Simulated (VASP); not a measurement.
A run of VASP 6.6.1 is set up as follows.

INCAR

```
PREC = Accurate
ENCUT = 520
EDIFF = 1E-6
ISMEAR = 0
SIGMA = 0.1
LREAL = False
LASPH = True
NELM = 100
ALGO = Normal
ISIF = 2
LWAVE = False
LCHARG = False
GGA = PE
NBANDS = 12
```

File KPOINTS:

```
regular mesh
0
Gamma
  12 12 12
```

The input POSCAR:

```
SbSe
1.0
    0.0000000000      2.9983668628      2.9983668628
    2.9983668628      0.0000000000      2.9983668628
    2.9983668628      2.9983668628      0.0000000000
Sb Se
1 1
Direct
    0.0000000000      0.0000000000      0.0000000000
    0.5000000000      0.5000000000      0.5000000000
```

Potentials or basis: VASP PAW PBE potentials, release 64 (Sb, Se).

The run is started by

```console
$ cat potpaw_PBE.64/Sb/POTCAR potpaw_PBE.64/Se/POTCAR > POTCAR
$ mpirun -np 1 vasp_std > vasp.out
```

Q: What does it give for the pressure?

A: -0.1 GPa.

Q: Estimate the band gap on the k mesh.

A: Zero (an odd number of electrons rules out a gap without spin polarisation).

Caveat: spin-orbit coupling is left out, which moves the levels of the heavy elements.
